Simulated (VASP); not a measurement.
# Co in VASP: notebook

Runs on Co. Level: r2SCAN. Tasks: single point.

Program: VASP 6.6.1. These are calculated values, not measurements. Logs are shortened: lines on timing, memory, paths and dates and some standing lists are left out, and cuts for length are marked.

## (1) The cell of the first run

The typed cell holds 2 atoms: a = 3.191 Å, b = 3.191 Å, c = 3.191 Å, α = 98.08°, β = 98.08°, γ = 135.95°.

## (2) Single point, r2SCAN (10.47 Å³/atom)

The input, POSCAR:

```
Co
1.0
   -2.0914537808      2.0913890192      1.1963846189
    2.0913890192     -2.0914537808      1.1963846189
    2.0917391826      2.0917391826     -1.1965032299
Co
2
Direct
    0.9999945772      0.0000054228      1.0000000000
    0.7500054228      0.2499945772      0.5000000000
```

The input, INCAR.step1:

```
SYSTEM = Co
PREC = Accurate
ENCUT = 520
ISMEAR = -1
SIGMA = 0.1
LREAL = .False.
LASPH = .True.
NELM = 100
NBANDS = 16
GGA = PE
ALGO = Normal
EDIFF = 1E-4
LWAVE = .True.
LCHARG = .False.
```

The input, INCAR.step2:

```
SYSTEM = Co
PREC = Accurate
ENCUT = 520
EDIFF = 1E-6
ISMEAR = -1
SIGMA = 0.1
LREAL = .False.
LASPH = .True.
NELM = 100
ALGO = Normal
ISIF = 2
LWAVE = .False.
LCHARG = .False.
METAGGA = R2SCAN
LMIXTAU = .True.
NBANDS = 16
ISTART = 1
```

The input, KPOINTS:

```
Automatic mesh
0
Gamma
  17 17 12
  0 0 0
```

Potentials or basis: VASP PAW PBE potentials, release 64 (Co).

Launch:

```bash
> cat potpaw_PBE.64/Co/POTCAR > POTCAR
> cp INCAR.step1 INCAR
> mpirun -np 1 vasp_std > vasp.out
> cp INCAR.step2 INCAR
> mpirun -np 1 vasp_std > vasp.out
```

OUTCAR:

```text
SYSTEM = Co
   PREC = Accurate
   ENCUT = 520
   EDIFF = 1E-6
   ISMEAR = -1
   LREAL = .False.
   LASPH = .True.
   NELM = 100
   ISIF = 2
   METAGGA = R2SCAN
   ISTART = 1

 ion  position               nearest neighbor table
   1  1.000  0.000  0.000-   2 2.18   2 2.18   2 2.18   2 2.18   2 2.76   2 2.76   2 2.76   2 2.76

   2  0.750  0.250  0.500-   1 2.18   1 2.18   1 2.18   1 2.18   1 2.76   1 2.76   1 2.76   1 2.76

  Warning from LATTYP: Got some problem with cell dimensions!
  Tried to take original basis but could not verify dimensions!
  LATTYP: Found a base centered monoclinic cell.
 ALAT       =     2.3927692396
 B/A-ratio  =     2.4722120793
 C/A-ratio  =     1.3335210164
 COS(beta)  =    -0.3748745637

  Lattice vectors:

 A1 = (   2.0914537808,  -2.0913890192,  -1.1963846189)
 A2 = (  -2.0913890192,   2.0914537808,  -1.1963846189)
 A3 = (   2.0916744210,   2.0916744210,   1.1962660079)

Analysis of symmetry for initial positions (statically):
=====================================================================
 Subroutine PRICEL returns:
 Original cell was already a primitive cell.

 Routine SETGRP: Setting up the symmetry group for a
 base centered monoclinic supercell.

 Subroutine GETGRP returns: Found  4 space group operations
 (whereof  2 operations were pure point group operations)
 out of a pool of  4 trial point group operations.

The static configuration has the point symmetry C_2 .
 The point group associated with its full space group is C_2h.

Analysis of symmetry for dynamics (positions and initial velocities):
=====================================================================
 Subroutine PRICEL returns:
 Original cell was already a primitive cell.

 Routine SETGRP: Setting up the symmetry group for a
 base centered monoclinic supercell.

 Subroutine GETGRP returns: Found  4 space group operations
 (whereof  2 operations were pure point group operations)
 out of a pool of  4 trial point group operations.

The dynamic configuration has the point symmetry C_2 .
 The point group associated with its full space group is C_2h.

 Subroutine INISYM returns: Found  4 space group operations
 (whereof  2 operations are pure point group operations),
 and found     1 'primitive' translations

----------------------------------------------------------------------------------------

                                     Primitive cell

  volume of cell :      20.9350

  direct lattice vectors                    reciprocal lattice vectors
    -2.091453781  2.091389019  1.196384619    -0.000004461  0.239067398  0.417932271
     2.091389019 -2.091453781  1.196384619     0.239067398 -0.000004461  0.417932271
     2.091739183  2.091739183 -1.196503230     0.239039238  0.239039238  0.000012939

  length of vectors
     3.190520820  3.190520820  3.190981917     0.481477522  0.481477522  0.338052533

  position of ions in fractional coordinates (direct lattice)
     0.999994577  0.000005423  0.000000000
     0.750005423  0.249994577  0.500000000

  ion indices of the primitive-cell ions
   primitive index   ion index
                 1           1
                 2           2

----------------------------------------------------------------------------------------

 KPOINTS: Automatic mesh

Automatic generation of k-mesh.
 Grid dimensions read from file:
 generate k-points for:   17   17   12

 Generating k-lattice:

  Cartesian coordinates                     Fractional coordinates (reciprocal lattice)
    -0.000000262  0.014062788  0.024584251     0.058823529  0.000000000 -0.000000000
     0.014062788 -0.000000262  0.024584251     0.000000000  0.058823529 -0.000000000
     0.019919937  0.019919937  0.000001078    -0.000000000 -0.000000000  0.083333333

  Length of vectors
     0.028322207  0.028322207  0.028171044

  Shift w.r.t. Gamma in fractional coordinates (k-lattice)
     0.000000000  0.000000000  0.000000000

 Subroutine IBZKPT returns following result:
 ===========================================

 Found    927 irreducible k-points:

 Following reciprocal coordinates:
            Coordinates               Weight
  0.000000  0.000000  0.000000      1.000000
  0.058824  0.000000  0.000000      4.000000
  0.117647  0.000000  0.000000      4.000000
  0.176471  0.000000  0.000000      4.000000
  0.235294  0.000000  0.000000      4.000000
  0.294118  0.000000  0.000000      4.000000
[... 16 lines left out ...]
 -0.176471  0.058824  0.000000      4.000000
 -0.117647  0.058824 -0.000000      4.000000
 [... further k-points ...]
   k-points           NKPTS =    927   k-points in BZ     NKDIM =    927   number of bands    NBANDS=     16
   number of dos      NEDOS =    301   number of ions     NIONS =      2
   total plane-waves  NPLWV =  13824
   dimension x,y,z NGX =    24 NGY =   24 NGZ =   24
   dimension x,y,z NGXF=    48 NGYF=   48 NGZF=   48
   ions per type =               2
   NGX,Y,Z   is equivalent  to a cutoff of  12.51, 12.51, 12.50 a.u.
   NGXF,Y,Z  is equivalent  to a cutoff of  25.01, 25.01, 25.01 a.u.
 SYSTEM =  Co
   PREC   = accura    normal or accurate (medium, high low for compatibility)
   ISTART =      1    job   : 0-new  1-cont  2-samecut
   ICHARG =      0    charge: 1-file 2-atom 10-const
   ISPIN  =      1    spin polarized calculation?
   LNONCOLLINEAR =      F non collinear calculations
   LSORBIT =      F    spin-orbit coupling
   LASPH  =      T    aspherical Exc in radial PAW
   ENCUT  =  520.0 eV  38.22 Ry    6.18 a.u.   5.93  5.93  5.93*2*pi/ulx,y,z
   NELM   =    100;   NELMIN=  2; NELMDL=  0     # of ELM steps
   EDIFF  = 0.1E-05   stopping-criterion for ELM
   LREAL  =      F    real-space projection
   EDIFFG = 0.1E-04   stopping-criterion for IOM
   NSW    =      0    number of steps for IOM
   IBRION =     -1    ionic relax: 0-MD 1-quasi-New 2-CG
   NFREE  =      0    steps in history (QN), initial steepest desc. (CG)
   ISIF   =      2    stress and relaxation
   ISYM   =      2    0-nonsym 1-usesym 2-fastsym
   POTIM  = 0.5000    time-step for ionic-motion
   TEBEG  =    0.0;   TEEND  =   0.0 temperature during run
   PSTRESS=    0.0 pullay stress
   NELECT =      18.0000    total number of electrons
   NUPDOWN=      -1.0000    fix difference up-down
   EMIN   =  10.00;   EMAX   =-10.00  energy-range for DOS
   EFERMI =   0.00;   METHOD = LEGACY
   ISMEAR =    -1;   SIGMA  =   0.10  broadening in eV -4-tet -1-fermi 0-gaus
   EFERMI_NEDOS =   21; number of points for ismear=-14 and -15
   IALGO  =     38    algorithm
   IMIX   =      4    mixing-type and parameters
     AMIX     =   0.40;   BMIX     =  1.00
     AMIX_MAG =   1.60;   BMIX_MAG =  1.00
  volume/ion in A,a.u.               =      10.47        70.64
  Fermi-wavevector in a.u.,A,eV,Ry     =   1.556711  2.941757 32.971659  2.423349
  Thomas-Fermi vector in A             =   2.660467
   LORBIT       =      0    0 simple, 1 ext, 2 COOP (PROOUT), +10 PAW based schemes
   METAGGA = R2SCAN    functional components
   LHFCALC =     F    Hartree Fock is set to
   AEXX    =    0.0000 exact exchange contribution
   IVDW    =     0    specifies the selected vdW correction
   LEPSILON=     F    determine dielectric tensor
   LRPA    =     F    only Hartree local field effects (RPA)
 non-spin polarized calculation
  energy-cutoff  :      520.00
  volume of cell :       20.94
 maximum number of plane-waves:       578
   NGX = 11   NGY = 11   NGZ = 11

 number of electron      18.0000001 magnetization

 Free energy of the ion-electron system (eV)
  ---------------------------------------------------
  ext. energy  EPLUGINS =         0.00000000
  ---------------------------------------------------
  free energy    TOTEN  =       -24.39074298 eV

  energy without entropy =      -24.26058370  energy(sigma->0) =      -24.32566334

 E-fermi :  10.6152     XC(G=0): -14.7177

 val. band max:       10.6151576329   @ k =  -0.1765   0.4118   0.1667
 cond. band min:      10.6157835953   @ k =  -0.2353  -0.4118   0.3333
 fundamental gap:      0.0006259624
 Fermi energy:        10.6151735615

 k-point     1 :       0.0000    0.0000    0.0000
  band No.  band energies     occupation
      1       1.2288      2.00000
      2       5.3795      2.00000
      3       6.7593      2.00000
      4       7.4996      2.00000
      5       8.0576      2.00000
      6       9.8278      1.99924
[... 8 lines left out ...]
     15      27.7448      0.00000
     16      35.5863      0.00000

 k-point     2 :       0.0588    0.0000    0.0000
  band No.  band energies     occupation
      1       1.3667      2.00000
      2       5.4388      2.00000
      3       6.7645      2.00000
      4       7.5970      2.00000
      5       8.0951      2.00000
      6       9.5714      1.99994
[... 8 lines left out ...]
     15      27.8086      0.00000
     16      34.5825      0.00000

 k-point     3 :       0.1176    0.0000    0.0000
  band No.  band energies     occupation
      1       1.7730      2.00000
      2       5.6085      2.00000
      3       6.7979      2.00000
      4       7.8254      2.00000
      5       8.1867      2.00000
      6       9.1620      2.00000
[... 8 lines left out ...]
     15      27.9610      0.00000
     16      32.0686      0.00000

 k-point     4 :       0.1765    0.0000    0.0000
  band No.  band energies     occupation
      1       2.4242      2.00000
      2       5.8605      2.00000
      3       6.8682      2.00000
      4       7.9120      2.00000
      5       8.3881      2.00000
      6       8.7102      2.00000
[... 8 lines left out ...]
     15      27.7313      0.00000
     16      29.7024      0.00000

 k-point     5 :       0.2353    0.0000    0.0000
  band No.  band energies     occupation
      1       3.2717      2.00000
      2       6.1324      2.00000
      3       6.9315      2.00000
      4       7.7716      2.00000
      5       8.3260      2.00000
      6       8.6338      2.00000
[... 8 lines left out ...]
     15      28.0502      0.00000
     16      29.1141      0.00000

 k-point     6 :       0.2941    0.0000    0.0000
  band No.  band energies     occupation
      1       4.2195      2.00000
      2       6.3092      2.00000
      3       6.9071      2.00000
      4       7.7243      2.00000
      5       8.1506      2.00000
      6       8.5884      2.00000
[... 8 lines left out ...]
     15      27.5220      0.00000
     16      28.5286      0.00000
[... 267 lines left out ...]
 k-point    21 :      -0.2941    0.0588   -0.0000
  band No.  band energies     occupation
      1       3.5507      2.00000
      2       6.1852      2.00000
      3       6.9782      2.00000
      4       7.6945      2.00000
      5       8.3030      2.00000
      6       8.6687      2.00000
[... 8 lines left out ...]
     15      28.4279      0.00000
     16      29.4058      0.00000

 k-point    22 :      -0.2353    0.0588    0.0000
  band No.  band energies     occupation
      1       2.6726      2.00000
      2       5.9445      2.00000
      3       6.9285      2.00000
      4       7.7544      2.00000
      5       8.2506      2.00000
      6       8.8700      2.00000
[... 8 lines left out ...]
     15      28.0912      0.00000
     16      29.9650      0.00000

 k-point    23 :      -0.1765    0.0588    0.0000
  band No.  band energies     occupation
      1       1.9700      2.00000
      2       5.6908      2.00000
      3       6.8499      2.00000
      4       7.7119      2.00000
      5       8.0923      2.00000
      6       9.2373      2.00000
[... 8 lines left out ...]
     15      28.8032      0.00000
     16      31.3809      0.00000

 k-point    24 :      -0.1176    0.0588   -0.0000
  band No.  band energies     occupation
      1       1.5018      2.00000
      2       5.5007      2.00000
      3       6.7998      2.00000
      4       7.5438      2.00000
      5       8.0318      2.00000
      6       9.6056      1.99992
[... 8 lines left out ...]
     15      28.3958      0.00000
     16      33.7409      0.00000

 [... further k-points ...]

------------------------ aborting loop because EDIFF is reached ----------------------------------------

  FORCE on cell =-STRESS in cart. coord.  units (eV):
  Direction    XX          YY          ZZ          XY          YZ          ZX
  --------------------------------------------------------------------------------------
  -------------------------------------------------------------------------------------
  Total        1.4823191      1.4823191      1.3191907      0.0013007     -0.0002730     -0.0002730
  in kB      113.4433705    113.4433705    100.9589867      0.0995461     -0.0208894     -0.0208916
  external PRESSURE =     109.2819093 kB  Pullay stress =       0.0000000 kB

 VOLUME and BASIS-vectors are now :
 -----------------------------------------------------------------------------
  energy-cutoff  :      520.00
  volume of cell :       20.94
      direct lattice vectors                 reciprocal lattice vectors
    -2.091453781  2.091389019  1.196384619    -0.000004461  0.239067398  0.417932271
     2.091389019 -2.091453781  1.196384619     0.239067398 -0.000004461  0.417932271
     2.091739183  2.091739183 -1.196503230     0.239039238  0.239039238  0.000012939

 POSITION                                       TOTAL-FORCE (eV/Angst)
 -----------------------------------------------------------------------------------
     -2.09143      2.09137      1.19638        -0.000763      0.000763     -0.000000
      0.00010      2.09157      0.59813         0.000763     -0.000763      0.000000
 -----------------------------------------------------------------------------------
    total drift:                               -0.000000      0.000000     -0.000000

  FREE ENERGIE OF THE ION-ELECTRON SYSTEM (eV)
  ---------------------------------------------------
  free  energy   TOTEN  =       -24.3907429811 eV

  energy  without entropy=      -24.2605836952  energy(sigma->0) =      -24.32566334
```

It took 7 min on 1 thread of Intel Xeon Platinum 8488C (Sapphire Rapids), shared host; peak memory 0.36 GiB.

Results:

* Free energy: -24.3907 eV
* Pressure: 10.9 GPa
* Band gap on the k mesh: zero (bands 9 and 10 overlap by 1.49 eV)

Caveat: the cell stands under pressure; the PAW data sets were made with another functional, which shifts forces and pressure a little; the run has no spin polarisation, though such a crystal can be magnetic.

[end of part 1 of 2]
